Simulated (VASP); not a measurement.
# K (Fm-3m) in VASP: notebook, part 2 of 2

VASP 6.6.1.

### 3 Relaxation of cell and atoms, LDA, target pressure 15 GPa, at which the enthalpy is minimised

INCAR

```
PREC = Accurate
ENCUT = 600
EDIFF = 1E-6
ISMEAR = -1
SIGMA = 0.1
LREAL = F
LASPH = T
NELM = 100
ALGO = Normal
ISIF = 3
LWAVE = F
LCHARG = F
IBRION = 2
NSW = 100
EDIFFG = -0.002
PSTRESS = 150.0
```

KPOINTS

```
Automatic mesh
0
Gamma
  18 18 18
```

POSCAR

```
K
1.0
    0.0000000000      3.1813064520      3.1813064520
    3.1813064520      0.0000000000      3.1813064520
    3.1813064520      3.1813064520      0.0000000000
K
1
Direct
    0.0000000000      0.0000000000      0.0000000000
```

Potentials or basis: VASP PAW LDA potentials, release 64 (K_sv).

On the command line:

```
> cat potpaw_LDA.64/K_sv/POTCAR > POTCAR
> mpirun -np 1 vasp_std > vasp.out
```

OUTCAR:

```text
PREC = Accurate
   ENCUT = 600
   EDIFF = 1E-6
   ISMEAR = -1
   LREAL = F
   LASPH = T
   NELM = 100
   ISIF = 3
   IBRION = 2
   NSW = 100
   EDIFFG = -0.002
   PSTRESS = 150.0

 ion  position               nearest neighbor table
   1  0.000  0.000  0.000-

  LATTYP: Found a face centered cubic cell.
 ALAT       =     6.3626129040

  Lattice vectors:

 A1 = (   0.0000000000,   3.1813064520,   3.1813064520)
 A2 = (   3.1813064520,   0.0000000000,   3.1813064520)
 A3 = (   3.1813064520,   3.1813064520,   0.0000000000)

Analysis of symmetry for initial positions (statically):
=====================================================================
 Subroutine PRICEL returns:
 Original cell was already a primitive cell.

 Routine SETGRP: Setting up the symmetry group for a
 face centered cubic supercell.

 Subroutine GETGRP returns: Found 48 space group operations
 (whereof 48 operations were pure point group operations)
 out of a pool of 48 trial point group operations.

The static configuration has the point symmetry O_h .

Analysis of symmetry for dynamics (positions and initial velocities):
=====================================================================
 Subroutine PRICEL returns:
 Original cell was already a primitive cell.

[... 131 lines left out ...]
   LHFCALC =     F    Hartree Fock is set to
   AEXX    =    0.0000 exact exchange contribution
   IVDW    =     0    specifies the selected vdW correction
   LEPSILON=     F    determine dielectric tensor
   LRPA    =     F    only Hartree local field effects (RPA)
 conjugate gradient relaxation of ions
 non-spin polarized calculation
  energy-cutoff  :      600.00
  volume of cell :       64.39
 maximum number of plane-waves:      2174
   NGX = 17   NGY = 17   NGZ = 17

--------------------------------------- Ionic step        1  -------------------------------------------

 number of electron       8.9999999 magnetization

 Free energy of the ion-electron system (eV)
  ---------------------------------------------------
  ext. energy  EPLUGINS =         0.00000000
  ---------------------------------------------------
  free energy    TOTEN  =        -1.17753902 eV

  energy without entropy =       -1.15326187  energy(sigma->0) =       -1.16540045

 E-fermi :  -0.0035     XC(G=0):  -6.2216

 val. band max:       -0.0110680752   @ k =   0.5000   0.2222   0.0556
 cond. band min:       0.0051040093   @ k =   0.5000   0.1111   0.0556
 fundamental gap:      0.0161720845
 Fermi energy:        -0.0035497042
[... 643 lines left out ...]
  energy  without entropy=       -0.1159653333  energy(sigma->0) =       -0.13133745

  enthalpy is  TOTEN    =         2.4097748796 eV   P V=        2.5564844514

[... ionic steps 4 to 21 ...]

--------------------------------------- Ionic step       22  -------------------------------------------

 number of electron       9.0000000 magnetization

------------------------ aborting loop because EDIFF is reached ----------------------------------------
[... 69 lines left out ...]
--------------------------------------- Ionic step       24  -------------------------------------------

 number of electron       9.0000000 magnetization

 Free energy of the ion-electron system (eV)
  ---------------------------------------------------
  ext. energy  EPLUGINS =         0.00000000
  ---------------------------------------------------
  free energy    TOTEN  =        -0.21888695 eV

  energy without entropy =       -0.18784082  energy(sigma->0) =       -0.20336388

 E-fermi :   3.1617     XC(G=0):  -9.0105

 val. band max:        3.1579564693   @ k =   0.4444   0.2222   0.0000
 cond. band min:       3.1773344682   @ k =  -0.4444   0.3889   0.0000
 fundamental gap:      0.0193779989
 Fermi energy:         3.1616813221
[... 296 lines left out ...]
  energy  without entropy=       -0.1878408223  energy(sigma->0) =       -0.20336388

  enthalpy is  TOTEN    =         2.4073938830 eV   P V=        2.6262808294

 reached required accuracy - stopping structural energy minimisation
```

OSZICAR:

```text
N       E                     dE             d eps       ncg     rms          rms(c)
DAV:   1     0.549923395073E+02    0.54992E+02   -0.39642E+03  3120   0.977E+02
DAV:   2     0.693270376476E+00   -0.54299E+02   -0.53714E+02  3136   0.243E+02
DAV:   3    -0.113515054612E+01   -0.18284E+01   -0.18238E+01  5040   0.390E+01
[... 124 lines left out ...]
DAV:   4    -0.218238524950E+00   -0.63122E-06   -0.54771E-07  1624   0.865E-03
  23 F= 0.24073943E+01 E0= 0.24229158E+01  d E =-.347839E-05
       N       E                     dE             d eps       ncg     rms          rms(c)
DAV:   1    -0.218890857177E+00   -0.65296E-03   -0.10239E-04  3120   0.140E-01    0.153E-02
DAV:   2    -0.218887485158E+00    0.33720E-05   -0.87023E-06  3128   0.410E-02    0.483E-03
DAV:   3    -0.218886946402E+00    0.53876E-06   -0.34549E-06  3264   0.180E-02
  24 F= 0.24073939E+01 E0= 0.24229169E+01  d E =-.389363E-05
```

Wall time 16 min (1 thread of Oxide Virtual Turin-like, shared host); peak memory 0.25 GiB.

Results:

| Item | Value |
| --- | --- |
| Free energy | -0.2189 eV |
| Relaxed volume | 28.05 Å³/atom |
| Relaxed cell | a = 3.411 Å, b = 3.411 Å, c = 3.411 Å, α = 60.00°, β = 60.00°, γ = 60.00° |
| Space group after relaxing (to 0.1 Å) | Fm-3m (No. 225) |
| Energy change on relaxing (the run minimises the enthalpy) | +958.7 meV/atom |
| Ionic steps | 24 |
| Pressure after relaxing | 15.0 GPa |
| Band gap on the k mesh | zero (an odd number of electrons rules out a gap without spin polarisation) |

Step by step:
| step | energy change (eV) | largest force (eV/Å) | pressure (GPa) | volume (Å³) |
| --- | --- | --- | --- | --- |
| 1 | 0.0000 | 0.0000 | 0.00 | 64.39 |
| 2 | 1.5641 | 0.0000 | 23.74 | 22.96 |
| 3 | 1.0308 | 0.0000 | 16.04 | 27.31 |
| 4 | 0.9554 | 0.0000 | 14.96 | 28.09 |
| 5 | 0.9554 | 0.0000 | 14.96 | 28.09 |
| 6 | 0.9555 | 0.0000 | 14.96 | 28.09 |
| 7 | 0.9555 | 0.0000 | 14.96 | 28.09 |
| 8 | 0.9555 | 0.0000 | 14.96 | 28.09 |
| 9 | 0.9555 | 0.0000 | 14.96 | 28.09 |
| 10 | 0.9555 | 0.0000 | 14.96 | 28.09 |
| 11 | 0.9555 | 0.0000 | 14.96 | 28.09 |
| 12 | 0.9555 | 0.0000 | 14.96 | 28.09 |
| 13 | 0.9555 | 0.0000 | 14.96 | 28.09 |
| 14 | 0.9555 | 0.0000 | 14.96 | 28.09 |
| 15 | 0.9555 | 0.0000 | 14.96 | 28.09 |
| 16 | 0.9555 | 0.0000 | 14.95 | 28.09 |
| 17 | 0.9556 | 0.0000 | 14.95 | 28.08 |
| 18 | 0.9558 | 0.0000 | 14.94 | 28.08 |
| 19 | 0.9561 | 0.0000 | 14.96 | 28.08 |
| 20 | 0.9568 | 0.0000 | 14.97 | 28.07 |
| 21 | 0.9582 | 0.0000 | 14.97 | 28.06 |
| 22 | 0.9610 | 0.0000 | 15.04 | 28.03 |
| 23 | 0.9593 | 0.0000 | 15.04 | 28.04 |
| 24 | 0.9587 | 0.0000 | 15.01 | 28.05 |

Final structure:
```yaml
crystal:
  lattice:
    - [0.00000, 2.41163, 2.41163]
    - [2.41163, 0.00000, 2.41163]
    - [2.41163, 2.41163, 0.00000]
  atoms:
    - { symbol: K, position: [0.00000, 0.00000, 0.00000] }
```

Levels at points of the mesh, in eV from the Fermi level:
| k point | band 3 | band 4 | band 5 | band 6 | band 7 | band 8 |
| --- | --- | --- | --- | --- | --- | --- |
| (0.00, 0.00, 0.00) | -15.22 | -15.22 | -3.44 | 4.45 | 4.45 | 4.45 |
| (0.50, 0.00, 0.00) | -15.37 | -15.37 | -0.19 | 2.15 | 4.10 | 4.10 |
| (0.50, 0.50, 0.00) | -15.65 | -15.65 | -0.42 | 1.10 | 4.05 | 8.59 |

Caveat: the cell is relaxed towards a set pressure, so the run minimises the enthalpy, not the energy; the volume moved by over 15 % at a fixed basis, so the end points are rough.

The gap in the log of VASP goes by the Fermi energy; the results here count the filled bands.